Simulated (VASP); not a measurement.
# CrO2 (P4_2/mnm) in VASP: single point with PBE

Aim: the single point of CrO2 with PBE.

Program: VASP 6.6.1. These are calculated values, not measurements. Logs are shortened: lines on timing, memory, paths and dates and some standing lists are left out, and cuts for length are marked.

### 1 The cell of the first run

The structure is tetragonal, space group P4_2/mnm (No. 136). Conventional cell: a = 4.421 Å, b = 4.421 Å, c = 2.917 Å, α = 90.00°, β = 90.00°, γ = 90.00°. Cr (site symmetry mmm) has 6 O at 1.88 to 1.92 Å within 2.5 Å. O (site symmetry m2m) has 3 Cr at 1.88 to 1.92 Å and 1 O at 2.49 Å within 2.5 Å.

### 2 Single point, PBE, collinear spin, ferromagnetic start

Contents of INCAR:

```
ALGO     = Normal         # electronic algorithm
EDIFF    = 1E-6           # SCF threshold, eV
ENCUT    = 520            # plane-wave cutoff, eV
GGA      = PE             # functional
ISIF     = 2              # what is computed and relaxed
ISMEAR   = 1              # smearing method
ISPIN    = 2              # spin polarisation
LASPH    = True           # aspherical terms in the spheres
LCHARG   = False          # write CHGCAR
LMAXMIX  = 4              # l up to which the mixer works
LORBIT   = 11             # projections on sites
LREAL    = False          # projectors in reciprocal space
LWAVE    = False          # write WAVECAR
MAGMOM   = 3 3 0 0 0 0    # initial moments
NBANDS   = 37             # bands
NELM     = 150            # most SCF steps
PREC     = Accurate       # precision mode
SIGMA    = 0.15           # smearing width, eV
```

Contents of KPOINTS:

```
k-points
0
Gamma
  6 6 9
```

Contents of POSCAR:

```
CrO2
1.0
    4.4210000000      0.0000000000      0.0000000000
    0.0000000000      4.4210000000      0.0000000000
    0.0000000000      0.0000000000      2.9170000000
Cr O
2 4
Direct
    0.0000000000      0.0000000000      0.0000000000
    0.5000000000      0.5000000000      0.5000000000
    0.3010000000      0.3010000000      0.0000000000
    0.1990000000      0.8010000000      0.5000000000
    0.6990000000      0.6990000000      0.0000000000
    0.8010000000      0.1990000000      0.5000000000
```

Potentials or basis: VASP PAW PBE potentials, release 64 (Cr_pv, O).

On the command line:

```console
$ cat potpaw_PBE.64/Cr_pv/POTCAR potpaw_PBE.64/O/POTCAR > POTCAR
$ mpirun -np 1 vasp_std > vasp.out
```

OUTCAR:

```text
EDIFF = 1E-6
   ENCUT = 520
   GGA = PE
   ISIF = 2
   ISMEAR = 1
   ISPIN = 2
   LASPH = True
   LORBIT = 11
   LREAL = False
   NELM = 150
   PREC = Accurate

 ion  position               nearest neighbor table
   1  0.000  0.000  0.000-   3 1.88   5 1.88   4 1.92   6 1.92   4 1.92   6 1.92
   2  0.500  0.500  0.500-   4 1.88   6 1.88   5 1.92   3 1.92   3 1.92   5 1.92
   3  0.301  0.301  0.000-   1 1.88   2 1.92   2 1.92
   4  0.199  0.801  0.500-   2 1.88   1 1.92   1 1.92
   5  0.699  0.699  0.000-   1 1.88   2 1.92   2 1.92
   6  0.801  0.199  0.500-   2 1.88   1 1.92   1 1.92

  LATTYP: Found a simple tetragonal cell.
 ALAT       =     4.4210000000
 C/A-ratio  =     0.6598054739

  Lattice vectors:

 A1 = (   4.4210000000,   0.0000000000,   0.0000000000)
 A2 = (   0.0000000000,   4.4210000000,   0.0000000000)
 A3 = (   0.0000000000,   0.0000000000,   2.9170000000)

Analysis of symmetry for initial positions (statically):
=====================================================================
 Subroutine PRICEL returns:
 Original cell was already a primitive cell.

 Routine SETGRP: Setting up the symmetry group for a
 simple tetragonal supercell.

 Subroutine GETGRP returns: Found 16 space group operations
 (whereof  8 operations were pure point group operations)
 out of a pool of 16 trial point group operations.

The static configuration has the point symmetry D_2h.
 The point group associated with its full space group is D_4h.

Analysis of symmetry for dynamics (positions and initial velocities):
=====================================================================
 Subroutine PRICEL returns:
 Original cell was already a primitive cell.

 Routine SETGRP: Setting up the symmetry group for a
 simple tetragonal supercell.

 Subroutine GETGRP returns: Found 16 space group operations
 (whereof  8 operations were pure point group operations)
 out of a pool of 16 trial point group operations.

The dynamic configuration has the point symmetry D_2h.
 The point group associated with its full space group is D_4h.

Analysis of structural, dynamic, and magnetic symmetry:
=====================================================================
 Subroutine PRICEL returns:
 Original cell was already a primitive cell.

 Routine SETGRP: Setting up the symmetry group for a
 simple tetragonal supercell.

 Subroutine GETGRP returns: Found 16 space group operations
 (whereof  8 operations were pure point group operations)
 out of a pool of 16 trial point group operations.

The overall configuration has the point symmetry D_2h.
 The point group associated with its full space group is D_4h.

 Subroutine INISYM returns: Found 16 space group operations
 (whereof  8 operations are pure point group operations),
 and found     1 'primitive' translations

----------------------------------------------------------------------------------------

                                     Primitive cell

  volume of cell :      57.0135

  direct lattice vectors                    reciprocal lattice vectors
     4.421000000  0.000000000  0.000000000     0.226193169  0.000000000  0.000000000
     0.000000000  4.421000000  0.000000000     0.000000000  0.226193169  0.000000000
     0.000000000  0.000000000  2.917000000     0.000000000  0.000000000  0.342817964

  length of vectors
     4.421000000  4.421000000  2.917000000     0.226193169  0.226193169  0.342817964

  position of ions in fractional coordinates (direct lattice)
     0.000000000  0.000000000  0.000000000
     0.500000000  0.500000000  0.500000000
     0.301000000  0.301000000  0.000000000
     0.199000000  0.801000000  0.500000000
     0.699000000  0.699000000  0.000000000
     0.801000000  0.199000000  0.500000000

  ion indices of the primitive-cell ions
   primitive index   ion index
                 1           1
                 2           2
                 3           3
                 4           4
                 5           5
                 6           6

----------------------------------------------------------------------------------------

 KPOINTS: k-points

Automatic generation of k-mesh.
 Grid dimensions read from file:
 generate k-points for:    6    6    9

 Generating k-lattice:

  Cartesian coordinates                     Fractional coordinates (reciprocal lattice)
     0.037698861  0.000000000  0.000000000     0.166666667  0.000000000  0.000000000
     0.000000000  0.037698861  0.000000000     0.000000000  0.166666667  0.000000000
     0.000000000  0.000000000  0.038090885     0.000000000  0.000000000  0.111111111

  Length of vectors
     0.037698861  0.037698861  0.038090885

  Shift w.r.t. Gamma in fractional coordinates (k-lattice)
     0.000000000  0.000000000  0.000000000

 Subroutine IBZKPT returns following result:
 ===========================================

 Found     50 irreducible k-points:

 Following reciprocal coordinates:
            Coordinates               Weight
  0.000000  0.000000  0.000000      1.000000
  0.166667  0.000000  0.000000      4.000000
  0.333333  0.000000  0.000000      4.000000
  0.500000  0.000000  0.000000      2.000000
  0.166667  0.166667  0.000000      4.000000
  0.333333  0.166667  0.000000      8.000000
[... 16 lines left out ...]
  0.333333  0.000000  0.222222      8.000000
  0.500000  0.000000  0.222222      4.000000
 [... further k-points ...]
   k-points           NKPTS =     50   k-points in BZ     NKDIM =     50   number of bands    NBANDS=     37
   number of dos      NEDOS =    301   number of ions     NIONS =      6
   total plane-waves  NPLWV =  31104
   dimension x,y,z NGX =    36 NGY =   36 NGZ =   24
   dimension x,y,z NGXF=    72 NGYF=   72 NGZF=   48
   ions per type =               2   4
   NGX,Y,Z   is equivalent  to a cutoff of  13.54, 13.54, 13.68 a.u.
   NGXF,Y,Z  is equivalent  to a cutoff of  27.07, 27.07, 27.36 a.u.
 SYSTEM =  unknown system
   PREC   = accura    normal or accurate (medium, high low for compatibility)
   ISTART =      0    job   : 0-new  1-cont  2-samecut
   ICHARG =      2    charge: 1-file 2-atom 10-const
   ISPIN  =      2    spin polarized calculation?
   LNONCOLLINEAR =      F non collinear calculations
   LSORBIT =      F    spin-orbit coupling
   LASPH  =      T    aspherical Exc in radial PAW
   ENCUT  =  520.0 eV  38.22 Ry    6.18 a.u.   8.22  8.22  5.42*2*pi/ulx,y,z
   NELM   =    150;   NELMIN=  2; NELMDL= -5     # of ELM steps
   EDIFF  = 0.1E-05   stopping-criterion for ELM
   LREAL  =      F    real-space projection
   EDIFFG = 0.1E-04   stopping-criterion for IOM
   NSW    =      0    number of steps for IOM
   IBRION =     -1    ionic relax: 0-MD 1-quasi-New 2-CG
   NFREE  =      0    steps in history (QN), initial steepest desc. (CG)
   ISIF   =      2    stress and relaxation
   ISYM   =      2    0-nonsym 1-usesym 2-fastsym
   POTIM  = 0.5000    time-step for ionic-motion
   TEBEG  =    0.0;   TEEND  =   0.0 temperature during run
   PSTRESS=    0.0 pullay stress
   NELECT =      48.0000    total number of electrons
   NUPDOWN=      -1.0000    fix difference up-down
   EMIN   =  10.00;   EMAX   =-10.00  energy-range for DOS
   EFERMI =   0.00;   METHOD = LEGACY
   ISMEAR =     1;   SIGMA  =   0.15  broadening in eV -4-tet -1-fermi 0-gaus
   EFERMI_NEDOS =   21; number of points for ismear=-14 and -15
   IALGO  =     38    algorithm
   IMIX   =      4    mixing-type and parameters
     AMIX     =   0.40;   BMIX     =  1.00
     AMIX_MAG =   1.60;   BMIX_MAG =  1.00
  volume/ion in A,a.u.               =       9.50        64.12
  Fermi-wavevector in a.u.,A,eV,Ry     =   1.545834  2.921202 32.512505  2.389602
  Thomas-Fermi vector in A             =   2.651156
   LORBIT       =     11    0 simple, 1 ext, 2 COOP (PROOUT), +10 PAW based schemes
   GGA     = PE    functional components
   LHFCALC =     F    Hartree Fock is set to
   AEXX    =    0.0000 exact exchange contribution
   IVDW    =     0    specifies the selected vdW correction
   LEPSILON=     F    determine dielectric tensor
   LRPA    =     F    only Hartree local field effects (RPA)
 spin polarized calculation
 Methfessel and Paxton  Order N= 1 SIGMA  =   0.15
  energy-cutoff  :      520.00
  volume of cell :       57.01
 maximum number of plane-waves:      1567
 NGX is ok and might be reduce to    36
   NGX = 17   NGY = 17   NGZ = 11

 number of electron      48.0000028 magnetization       3.9996542

 Free energy of the ion-electron system (eV)
  ---------------------------------------------------
  ext. energy  EPLUGINS =         0.00000000
  ---------------------------------------------------
  free energy    TOTEN  =       -50.33726255 eV

  energy without entropy =      -50.33929426  energy(sigma->0) =      -50.33793979

 E-fermi :   5.6668     XC(G=0): -11.9121

 val. band max:        5.6564852704   @ k =   0.5000   0.5000   0.4444
 cond. band min:       5.7186817673   @ k =   0.1667   0.1667   0.4444
 fundamental gap:      0.0621964969
 Fermi energy:         5.6668220694

 spin component 1

 k-point     1 :       0.0000    0.0000    0.0000
  band No.  band energies     occupation
      1     -39.2613      1.00000
      2     -39.2613      1.00000
      3     -39.1354      1.00000
      4     -39.1354      1.00000
      5     -39.0513      1.00000
      6     -39.0370      1.00000
[... 28 lines left out ...]
     35      13.2025      0.00000
     36      16.4842      0.00000

 k-point     2 :       0.1667    0.0000    0.0000
  band No.  band energies     occupation
      1     -39.2602      1.00000
      2     -39.2601      1.00000
      3     -39.1367      1.00000
      4     -39.1366      1.00000
      5     -39.0503      1.00000
      6     -39.0380      1.00000
[... 850 lines left out ...]
 k-point    24 :       0.5000    0.0000    0.2222
  band No.  band energies     occupation
      1     -39.2528      1.00000
      2     -39.2528      1.00000
      3     -39.1310      1.00000
      4     -39.1310      1.00000
      5     -39.1071      1.00000
      6     -39.1071      1.00000
[... 28 lines left out ...]
     35      16.5986      0.00000
     36      16.5986      0.00000

 [... further k-points ...]

 spin component 2

 k-point     1 :       0.0000    0.0000    0.0000
  band No.  band energies     occupation
      1     -37.2579      1.00000
      2     -37.2579      1.00000
      3     -36.9088      1.00000
      4     -36.9088      1.00000
      5     -36.6729      1.00000
      6     -36.6559      1.00000
[... 28 lines left out ...]
     35      13.5665      0.00000
     36      16.9053      0.00000

 k-point     2 :       0.1667    0.0000    0.0000
  band No.  band energies     occupation
      1     -37.2574      1.00000
      2     -37.2574      1.00000
      3     -36.9096      1.00000
      4     -36.9095      1.00000
      5     -36.6717      1.00000
      6     -36.6570      1.00000
[... 850 lines left out ...]
 k-point    24 :       0.5000    0.0000    0.2222
  band No.  band energies     occupation
      1     -37.2509      1.00000
      2     -37.2509      1.00000
      3     -36.8982      1.00000
      4     -36.8982      1.00000
      5     -36.7387      1.00000
      6     -36.7387      1.00000
[... 28 lines left out ...]
     35      16.7743      0.00000
     36      16.7743      0.00000

 [... further k-points ...]

 [bands above 36 left out]

------------------------ aborting loop because EDIFF is reached ----------------------------------------

  FORCE on cell =-STRESS in cart. coord.  units (eV):
  Direction    XX          YY          ZZ          XY          YZ          ZX
  --------------------------------------------------------------------------------------
  -------------------------------------------------------------------------------------
  Total        1.1486161      1.1486161      0.8716428     -0.0000000      0.0000000      0.0000000
  in kB       32.2781050     32.2781050     24.4946748     -0.0000000      0.0000000      0.0000000
  external PRESSURE =      29.6836283 kB  Pullay stress =       0.0000000 kB

 VOLUME and BASIS-vectors are now :
 -----------------------------------------------------------------------------
  energy-cutoff  :      520.00
  volume of cell :       57.01
      direct lattice vectors                 reciprocal lattice vectors
     4.421000000  0.000000000  0.000000000     0.226193169  0.000000000  0.000000000
     0.000000000  4.421000000  0.000000000     0.000000000  0.226193169  0.000000000
     0.000000000  0.000000000  2.917000000     0.000000000  0.000000000  0.342817964

 POSITION                                       TOTAL-FORCE (eV/Angst)
 -----------------------------------------------------------------------------------
      0.00000      0.00000      0.00000         0.000000      0.000000      0.000000
      2.21050      2.21050      1.45850         0.000000      0.000000      0.000000
      1.33072      1.33072      0.00000         0.187038      0.187038      0.000000
      0.87978      3.54122      1.45850        -0.187038      0.187038      0.000000
      3.09028      3.09028      0.00000        -0.187038     -0.187038     -0.000000
      3.54122      0.87978      1.45850         0.187038     -0.187038     -0.000000
 -----------------------------------------------------------------------------------
    total drift:                                0.000000      0.000000      0.000000

  FREE ENERGIE OF THE ION-ELECTRON SYSTEM (eV)
  ---------------------------------------------------
  free  energy   TOTEN  =       -50.3372625502 eV

  energy  without entropy=      -50.3392942570  energy(sigma->0) =      -50.33793979

 total charge

# of ion       s       p       d       tot
------------------------------------------
    1        0.366   6.464   4.028  10.858
    2        0.366   6.464   4.028  10.858
    3        1.572   3.464   0.000   5.036
    4        1.572   3.464   0.000   5.036
    5        1.572   3.464   0.000   5.036
    6        1.572   3.464   0.000   5.036
--------------------------------------------------
tot          7.020  26.783   8.056  41.860

 magnetization (x)

# of ion       s       p       d       tot
------------------------------------------
    1        0.024   0.032   2.041   2.097
    2        0.024   0.032   2.041   2.097
    3       -0.003  -0.071   0.000  -0.074
    4       -0.003  -0.071   0.000  -0.074
    5       -0.003  -0.071   0.000  -0.074
    6       -0.003  -0.071   0.000  -0.074
--------------------------------------------------
tot          0.038  -0.220   4.082   3.900
```

Run time: 4.3 min. Hardware: 1 thread of Oxide Virtual Turin-like, shared host; peak memory 0.26 GiB.

Results:

```yaml
Free_energy: -50.3373 eV
Pressure: 3.0 GPa
Largest_force: 0.265 eV/Å
Band_gap_on_the_k_mesh: zero (filled and empty bands overlap)
Net_moment: 4.00 μB per cell
Site_moments: Cr +2.10; O -0.07 μB
Valence_electrons_inside_the_program's_atomic_spheres: Cr 10.86; O 5.04
```

Forces on the atoms (eV/Å):
```
Cr   0.000  0.000  0.000
Cr   0.000  0.000  0.000
O    0.187  0.187  0.000
O   -0.187  0.187  0.000
O   -0.187 -0.187  0.000
O    0.187 -0.187  0.000
```

Caveat: semilocal functionals often make such compounds metallic where correlation or magnetic order opens a gap, which also shifts bond lengths; only a ferromagnetic start was run, and an antiferromagnetic order may lie lower in energy.
